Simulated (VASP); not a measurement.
## TaC: single point with r2SCAN

The system is TaC, a slab with vacuum.

```
CELL_PARAMETERS angstrom
3.15505 0.00000 0.00000
0.00000 3.15505 0.00000
0.00000 0.00000 28.38572
ATOMIC_POSITIONS crystal
Ta 0.50000 0.50000 0.26422
Ta 0.00000 0.00000 0.34281
Ta 0.50000 0.50000 0.42141
Ta 0.00000 0.00000 0.50000
Ta 0.50000 0.50000 0.57859
Ta 0.00000 0.00000 0.65719
Ta 0.50000 0.50000 0.73578
C 0.00000 0.00000 0.26422
C 0.50000 0.50000 0.34281
C 0.00000 0.00000 0.42141
C 0.50000 0.50000 0.50000
C 0.00000 0.00000 0.57859
C 0.50000 0.50000 0.65719
C 0.00000 0.00000 0.73578
```

This cell differs from its parent crystal: atoms taken out.

| Quantity | Value |
| --- | --- |
| Program | VASP 6.6.1 |
| Task | single point |
| Functional | r2SCAN |
| Potentials or basis | VASP PAW PBE potentials, release 64 (Ta_pv, C) |
| Cutoff | 580 eV |
| k mesh | 11 × 11 × 1 |
| Occupations | gaussian, width 0.1 eV |
| Spin | no spin polarisation |

| Quantity | Value |
| --- | --- |
| Largest force | 2.537 eV/Å |
| Band gap on the k mesh | zero (an odd number of electrons rules out a gap without spin polarisation) |

Forces on the atoms (eV/Å):
```
Ta   0.000  0.000  2.537
Ta   0.000  0.000 -0.042
Ta   0.000  0.000  0.128
Ta   0.000  0.000  0.000
Ta   0.000  0.000 -0.128
Ta   0.000  0.000  0.042
Ta   0.000  0.000 -2.537
C    0.000  0.000 -1.435
C    0.000  0.000 -1.229
C    0.000  0.000 -0.089
C    0.000  0.000  0.000
C    0.000  0.000  0.089
C    0.000  0.000  1.229
C    0.000  0.000  1.435
```

Levels at points of the mesh, in eV from the Fermi level:
| k point | band 48 | band 49 | band 50 | band 51 | band 52 | band 53 | band 54 | band 55 | band 56 | band 57 |
| --- | --- | --- | --- | --- | --- | --- | --- | --- | --- | --- |
| (0.00, 0.00, 0.00) | -2.25 | -2.06 | -2.06 | -1.89 | -1.70 | -1.70 | -1.53 | -0.62 | -0.62 | -0.10 |

Wall time 32 min on 1 thread of Intel(R) Xeon(R) 6975P-C (Granite Rapids), on a shared host, peak memory 0.66 GiB.

Caveat: the cell differs from its parent crystal (atoms taken out); the PAW data sets were made with another functional, which shifts forces and pressure a little; spin-orbit coupling is left out, which moves the levels of the heavy elements.
